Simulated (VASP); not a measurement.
Si5OH12: single point with PBE

Si5OH12, in a box:

```xyz
18
Lattice="15.0000 0.0000 0.0000 0.0000 15.0000 0.0000 0.0000 0.0000 15.0000" Properties=species:S:1:pos:R:3 pbc="T T T"
Si    7.3092    7.7480    7.5029
Si    6.0661    6.3475    6.0616
Si    6.9877    7.0150    9.7263
Si    6.5161    9.9575    7.2998
Si   10.2431    6.7616    6.9445
O     8.9275    7.7489    7.0958
H     4.6210    6.4320    6.4413
H     6.2110    6.7720    4.6340
H     6.5020    4.9201    6.1755
H     7.7350    7.8763   10.6951
H     7.4409    5.5999    9.9066
H     5.5280    7.0885   10.0481
H     5.0633    9.9803    7.6609
H     7.2518   10.8797    8.2200
H     6.6679   10.4567    5.8976
H    10.5608    6.1186    8.2564
H     9.9761    5.6956    5.9308
H    11.3924    7.6018    6.5028
```

```json
{
  "Program": "VASP 6.6.1",
  "Task": "single point",
  "Functional": "PBE",
  "Potentials or basis": "VASP PAW PBE potentials, release 64 (Si, O, H)",
  "Cutoff": "520 eV",
  "k mesh": "1 × 1 × 1",
  "Occupations": "gaussian, width 0.02 eV",
  "Spin": "no spin polarisation",
  "Dipole correction": "no",
  "Further INCAR settings": "LREAL = Auto; ALGO = Normal; EDIFF = 1e-06; NBANDS = 34"
}
```

The largest force is 0.053 eV/Å and the gap between the frontier levels is 4.46 eV.

Forces on the atoms (eV/Å):
```
Si  -0.049  0.019  0.009
Si  -0.003 -0.010 -0.002
Si   0.000 -0.007  0.007
Si  -0.017  0.011  0.001
Si   0.046  0.000 -0.013
O    0.009 -0.008 -0.001
H    0.013  0.001 -0.001
H    0.000 -0.001  0.014
H   -0.002  0.013  0.001
H   -0.007 -0.005 -0.011
H   -0.003  0.012 -0.004
H    0.012  0.000 -0.005
H    0.023 -0.001 -0.006
H   -0.006 -0.010 -0.011
H    0.000 -0.005  0.016
H   -0.002  0.002 -0.017
H    0.006  0.008  0.014
H   -0.020 -0.018  0.009
```

Levels at points of the mesh, in eV from the valence-band top:
```
           k point  band 17  band 18  band 19  band 20  band 21  band 22
(0.00, 0.00, 0.00)    -1.44    -0.06     0.00     4.46     5.25     5.27
```

Run time: 2.9 min on 1 thread of AMD EPYC 9R45 (Zen 5), on a shared host, peak memory 2.1 GiB.
